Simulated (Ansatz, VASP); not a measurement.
## One calculation of As, two programs

File INCAR:

```
SYSTEM = As
ALGO = Normal
EDIFF = 1E-6
EDIFFG = -0.01
ENCUT = 600
GGA = PE
IBRION = 2
ISIF = 3
ISMEAR = 0
LASPH = .True.
LCHARG = .False.
LREAL = .False.
LWAVE = .False.
NELM = 100
NSW = 100
PREC = Accurate
SIGMA = 0.1
```

KPOINTS

```
k-points
0
Gamma
  18 18 16
  0 0 0
```

Contents of POSCAR:

```
As
1.0
    2.9171371181      0.0000000000      0.0000000000
   -1.4585685590      2.5263148506      0.0000000000
    0.0000000000      0.0000000000      2.7256999947
As
1
Direct
    0.0000000000      0.0000000000      0.0000000000
```

Input for Ansatz:

```yaml
crystal:
  lattice:
    - [2.9171371181, 0.0, 0.0]
    - [-1.458568559, 2.5263148506, 0.0]
    - [0.0, 0.0, 2.7256999947]
  atoms:
    - { symbol: As, position: [0.0, 0.0, 0.0] }
basis:
  ecutwfc: 420
kpoints:
  mp_grid: { grid: [18, 18, 16] }
hamiltonian:
  xc: pbe
scf:
  occupations: { method: gaussian, width: 0.1 }
output:
  forces: true
  stress: true
  eigenvalues: true
relax:
  adjacent_minimum: "off"
  f_tol: 0.01
  max_steps: 80
  cell: { stress_tol: 0.05 }
```

Alike in both runs: task relaxation of cell and atoms; functional PBE; k mesh 18 × 18 × 16; occupations gaussian, width 0.1 eV; no spin polarisation.

|  | VASP | Ansatz |
| --- | --- | --- |
| version | VASP 6.6.1 | Ansatz 0.2.0 |
| potentials or method | VASP PAW PBE potentials, release 64 (As), cutoff 600 eV | scalar-relativistic, plane waves, PAW |
| valence electrons in the cell | 5 | 15 |

Ansatz gave:

```
gap on the k mesh at the Fermi level, each at its own relaxed structure (eV) : none
relaxed volume (Å³/atom)                                                     : 20.11
relaxed cell length with the largest relative difference (Å)                 : 2.897
```

Q: Estimate VASP's values.

A: gap on the k mesh at the Fermi level, each at its own relaxed structure (eV): none; relaxed volume (Å³/atom): 20.13; relaxed cell length with the largest relative difference (Å): 2.899.

A gap of «none» marks a metal or a gap that the smearing closes. VASP's potentials hold 5 valence electrons a cell and Ansatz's 15, so a difference there can come from the potentials and not from the codes.
